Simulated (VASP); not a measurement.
Here is a VASP 6.6.1 calculation.

File INCAR:

```
PREC = Accurate ; ENCUT = 520
EDIFF = 1E-6 ; ISMEAR = 0
SIGMA = 0.1 ; LREAL = F
LASPH = T ; NELM = 100
ALGO = Normal ; ISIF = 2
LWAVE = F ; LCHARG = F
GGA = PS ; NBANDS = 74
```

The input KPOINTS:

```
regular mesh
0
Gamma
  4 4 3
```

The input POSCAR:

```
Y2B4HRh6
1.0
    5.3736450000      0.0000000000      0.0000000000
   -2.6868220000      4.6537130000      0.0000000000
    0.0000000000      0.0000000000      6.2963550000
Y B Rh H
2 4 6 1
Direct
    0.0078916732     -0.0081214720      0.2668416886
    0.0078240752     -0.0080527097      0.7516118453
    0.6570357237      0.3427445998      0.2617736770
    0.3306318524      0.6691605176      0.2619672811
    0.6570549679      0.3427387980      0.7566496806
    0.3306071194      0.6691691129      0.7564554413
   -0.0008774187      0.5071821146      0.0092113612
    0.4957911202      0.5039829487      0.0092015142
    0.4925892562      0.0006508781      0.0092072318
   -0.0017760482      0.4982842732      0.5092120759
    0.4986801747      0.5010917089      0.5092168405
    0.5014880681      0.0015497303      0.5092179523
    0.8574574129      1.1423115263      0.0093133249
```

Potentials or basis: VASP PAW PBE potentials, release 64 (Y_sv, B, Rh_pv, H).

Run with:

```bash
$ cat potpaw_PBE.64/Y_sv/POTCAR potpaw_PBE.64/B/POTCAR potpaw_PBE.64/Rh_pv/POTCAR potpaw_PBE.64/H/POTCAR > POTCAR
$ mpirun -np 1 vasp_std > vasp.out
```

Problem. What does it give for the pressure?

Solution. -0.3 GPa.

Problem. Predict the band gap on the k mesh.

Solution. Zero (an odd number of electrons rules out a gap without spin polarisation).

Problem. Estimate the largest force.

Solution. 0.015 eV/Å.

Forces in eV/Å, atoms in the order of the input:
```
Y    0.002 -0.001 -0.004
Y    0.003 -0.002  0.004
B    0.007 -0.004 -0.010
B   -0.002  0.001  0.000
B    0.007 -0.004  0.010
B   -0.002  0.001  0.000
Rh   0.002  0.004  0.000
Rh  -0.009  0.005  0.000
Rh  -0.003 -0.004  0.000
Rh  -0.004 -0.001  0.000
Rh  -0.013  0.007  0.000
Rh  -0.001  0.004  0.000
H    0.011 -0.006 -0.001
```

Caveat: the PAW data sets were made with another functional, which shifts forces and pressure a little.
